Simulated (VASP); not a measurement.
Runs of VASP 6.6.1 on MoS2. It takes space group R3m (No. 160, trigonal). Conventional cell: a = 3.160 Å, b = 3.160 Å, c = 18.450 Å, α = 90.00°, β = 90.00°, γ = 120.00°. Within 3.2 Å of Mo (site symmetry 3m) lie 6 S at 2.39 Å and 6 Mo at 3.16 Å. S (site symmetry 3m) has 3 Mo at 2.39 Å and 7 S at 3.08 to 3.16 Å within 3.2 Å. Within 3.2 Å of S (site symmetry 3m) lie 3 Mo at 2.39 Å and 7 S at 3.08 to 3.16 Å. 

| k mesh | gap on the mesh (eV) | pressure (GPa) | largest force (eV/Å) |
| --- | --- | --- | --- |
| 8 × 8 × 8 | (a) | 5.2 | 0.51 |
| 7 × 7 × 7 | 1.08 | 5.2 | 0.51 |
| 4 × 4 × 4 | (c) | 4.8 | 0.47 |
| 5 × 5 × 5 | 1.01 | 5.2 | 0.51 |
| 10 × 10 × 10 | 0.97 | 5.2 | 0.51 |
| 3 × 3 × 3 | 1.11 | (b) | 0.28 |

Alike in all rows: task single point; level PBE; potentials or basis VASP PAW PBE potentials, release 64 (Mo_sv, S); no spin polarisation; cell as given; cutoff (eV) 520; smearing gaussian 0.1 eV.

Question: Fill in the values left out.

Answer: (a) 1.04; (b) 5.1; (c) 1.23.

Caveats: some runs use coarse meshes; the cell stands under pressure (at least some runs); an odd mesh through Γ misses points on the zone boundary, where band edges can lie (at least some runs).

A k mesh can miss the band edges, and the runs leave out spin-orbit coupling on Mo.
